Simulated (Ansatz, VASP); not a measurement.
Al2Cu: VASP beside Ansatz

```
Al Cu
1.0
    -2.03034    2.03034    2.85109
     2.03034   -2.03034    2.85109
     2.03034    2.03034   -2.85109
Al Cu
2 1
Cartesian
  -0.0609 2.0303 1.3828
  2.0303 0.0000 1.4255
  0.0609 0.0000 2.8939
```

Change from the starting cell: shortest bond scaled by 0.94, PAW files.

Alike in both runs: task electric field gradients; functional r2SCAN; k mesh 10 × 10 × 10; occupations fermi-dirac, width 0.05 eV; no spin polarisation.

|  | VASP | Ansatz |
| --- | --- | --- |
| version | VASP 6.6.1 | Ansatz 0.2.0 |
| potentials or method | VASP PAW PBE potentials, release 64 (Al, Cu) | PAW with Ansatz's default frozen-core files, scalar-relativistic |
| plane-wave cutoff (eV) | 520 | 500 |
| valence electrons in the cell | 17 | 25 |

|  | VASP | Ansatz | Ansatz less VASP |
| --- | --- | --- | --- |
| pressure (GPa) | 0.9 | 1.0 | +0.12 |
| traceless stress, the component that is largest in VASP (GPa) | 1.58 | 1.58 | -0.002 |
| rms of the force components (eV/Å) | 0.462 | 0.463 | +0.0010 |
| size of Vzz on the site where it differs most (V/Å²) | 5.4 | 2.5 | -2.88 |

VASP's potentials were made for PBE, not for r2SCAN. Atom by atom the forces differ by 0.001 eV/Å (rms over components). VASP's potentials hold 17 valence electrons a cell and Ansatz's 25, so a difference there can come from the potentials and not from the codes.
